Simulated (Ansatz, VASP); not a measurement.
# SiC in VASP and in Ansatz

```xyz
4
Lattice="3.0657 0.0000 0.0000 -1.5329 2.6550 0.0000 0.0000 0.0000 5.0311" Properties=species:S:1:pos:R:3 pbc="T T T"
Si    0.0000    1.7700    0.0000
Si    1.5329    0.8850    2.5156
C     0.0000    1.7700    1.9370
C     1.5329    0.8850    4.4525
```

Change from the starting cell: volume scaled by 0.99, crystal datasets.

Alike in both runs: task electric field gradients; functional PBEsol; k mesh 15 × 15 × 8; occupations fermi-dirac, width 0.08 eV; no spin polarisation.

|  | VASP | Ansatz |
| --- | --- | --- |
| version | VASP 6.6.1 | Ansatz 0.2.0 |
| potentials or method | VASP PAW PBE potentials, release 64 (Si, C), cutoff 520 eV | all-electron PAW with datasets made for the crystal, scalar-relativistic |

```tsv
	VASP	Ansatz	Ansatz less VASP
pressure (GPa)	2.9	2.5	-0.42
traceless stress, the component that is largest in VASP (GPa)	-3.58	-3.49	+0.088
rms of the force components (eV/Å)	0.443	0.440	-0.0031
size of Vzz on the site where it differs most (V/Å²)	17.4	16.3	-1.05
```

VASP's potentials were made for PBE, not for PBEsol. Atom by atom the forces differ by 0.003 eV/Å (rms over components). Ansatz ran all-electron here, and VASP with PAW potentials.
